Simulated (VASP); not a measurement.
Here is a VASP 6.6.1 calculation.

The input INCAR:

```
SYSTEM = Be
  PREC = Accurate
  ENCUT = 520
  EDIFF = 1E-6
  ISMEAR = -1
  SIGMA = 0.1
  LREAL = .FALSE.
  LASPH = .TRUE.
  NELM = 100
  ALGO = Normal
  ISIF = 2
  LWAVE = .FALSE.
  LCHARG = .FALSE.
  GGA = PE
  NBANDS = 9
```

The input KPOINTS:

```
Automatic mesh
0
G
  17 17 9
  0 0 0
```

The input POSCAR:

```
Be
1.0
    2.2656737714      0.0000000000      0.0000000000
   -1.1328368857      1.9621310427      0.0000000000
    0.0000000000      0.0000000000      3.5587036811
Be
2
Direct
    0.3333333333      0.6666666667      0.2500000000
    0.6666666667      0.3333333333      0.7500000000
```

Potentials or basis: VASP PAW PBE potentials, release 64 (Be).

Run with:

```console
$ cat potpaw_PBE.64/Be/POTCAR > POTCAR
$ mpirun -np 1 vasp_std > vasp.out
```

**Question.** Predict the pressure.

**Answer.** 0.2 GPa.

**Question.** Predict the band gap on the k mesh.

**Answer.** Zero (bands 2 and 3 overlap by 1.30 eV).

Stress tensor (GPa, compression positive):
```
 0.31  0.00  0.00
 0.00  0.31  0.00
 0.00  0.00 -0.02
```
